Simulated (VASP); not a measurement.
Runs of VASP 6.6.1 on B3Sb2P. The structure is that of space group P4/mmm (No. 123), or close to it. The cells are those of the table. 

| task | cell | k mesh | cutoff (eV) | gap on the mesh (eV) | pressure (GPa) | relaxed volume (Å³/atom) | largest force (eV/Å) |
| --- | --- | --- | --- | --- | --- | --- | --- |
| single point | a = 5.293, b = 5.293, c = 4.675 Å, 6 atoms | 4 × 4 × 4 | 520 | none | 0.1 | - | 0.01 |
| single point | a = 5.140, b = 5.140, c = 4.202 Å, 6 atoms | 4 × 4 × 4 | 520 | none | 18.5 | - | (b) |
| relaxation of cell and atoms | relaxed from a = 5.293, b = 5.293, c = 4.675 Å, 6 atoms | 8 × 8 × 8 | 600 | none | 0.0 | 21.48 | 0.01 |
| relaxation of cell and atoms | relaxed from a = 5.140, b = 5.140, c = 4.202 Å, 6 atoms | 4 × 4 × 4 | 600 | none | 0.0 | (a) | 0.04 |
| single point | a = 5.242, b = 5.242, c = 4.695 Å, 6 atoms | 8 × 8 × 8 | 520 | none | -0.1 | - | 0.01 |

Alike in all rows: level PBE; potentials or basis VASP PAW PBE potentials, release 64 (B, Sb, P); no spin polarisation; smearing gaussian 0.1 eV.

Problem. Estimate the missing entries.

Solution. (a) 21.84; (b) 8.40.

Caveats: some runs use coarse meshes; spin-orbit coupling is left out, which moves the levels of the heavy elements; forces of over 1 eV/Å act on the atoms, so gaps and moduli don't describe the material at rest (some runs); the volume moved by over 15 % at a fixed basis, so the end points are rough (some runs).

A k mesh can miss the band edges, and the runs leave out spin-orbit coupling on Sb.

A gap of «none» marks levels without a gap at the run's occupations.
